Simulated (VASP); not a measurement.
Write the native input for VASP 6.6.1 that does the following.

```yaml
Task: relaxation of cell and atoms
Functional: BLYP
Potentials_or_basis: VASP PAW PBE potentials, release 64 (Mn_pv, S)
Cutoff: 600 eV
k_mesh: 9 × 9 × 9
Occupations: fermi-dirac, width 0.05 eV
Spin: collinear spin, ferromagnetic start
Starting_moments: "[4.0, 0.0] μB"
Dipole_correction: no
Further_INCAR_settings: ALGO = Normal; EDIFF = 1e-06; IBRION = 2; EDIFFG = -0.02; NSW = 80; ISIF = 3
```

The structure of MnS lies in POSCAR:

```
MnS
1.0
    0.0000000000      2.6045000000      2.6045000000
    2.6045000000      0.0000000000      2.6045000000
    2.6045000000      2.6045000000      0.0000000000
Mn S
1 1
Direct
    0.0000000000      0.0000000000      0.0000000000
    0.5000000000      0.5000000000      0.5000000000
```

These files were run (other wordings do the same):

INCAR

```
SYSTEM = MnS
  PREC = Accurate
  ENCUT = 600
  EDIFF = 1E-6
  ISMEAR = -1
  SIGMA = 0.05
  LREAL = .FALSE.
  LASPH = .TRUE.
  NELM = 150
  ALGO = Normal
  ISIF = 3
  LWAVE = .FALSE.
  LCHARG = .FALSE.
  ISPIN = 2
  MAGMOM = 4 0
  LORBIT = 11
  LMAXMIX = 4
  GGA = B5
  ALDAX = 1.0
  AGGAX = 1.0
  AGGAC = 1.0
  ALDAC = 0.0
  IBRION = 2
  NSW = 80
  EDIFFG = -0.02
```

KPOINTS

```
regular mesh
0
G
  9 9 9
  0 0 0
```

Potentials or basis: VASP PAW PBE potentials, release 64 (Mn_pv, S).

Launch:

```bash
$ cat potpaw_PBE.64/Mn_pv/POTCAR potpaw_PBE.64/S/POTCAR > POTCAR
$ mpirun -np 1 vasp_std > vasp.out
```

Results of the run:

- Relaxed volume: 18.05 Å³/atom
- Relaxed cell: a = 3.709 Å, b = 3.709 Å, c = 3.709 Å, α = 60.00°, β = 60.00°, γ = 60.00°
- Space group after relaxing (to 0.1 Å): Fm-3m (No. 225)
- Energy gained by relaxing: 1.8 meV/atom
- Ionic steps: 2
- Pressure after relaxing: 0.1 GPa
- Net moment: 4.69 μB per cell
- Site moments: Mn +4.23; S +0.13 μB
- Valence electrons inside the program's atomic spheres: Mn 11.33; S 3.76

Caveat: the PAW data sets were made with another functional, which shifts forces and pressure a little; a cell with one magnetic atom can't hold antiferromagnetic order, which such compounds often take.

Run time: 2.1 min on 1 thread of Intel(R) Xeon(R) Platinum 8488C (Sapphire Rapids), on a shared host, peak memory 0.21 GiB.
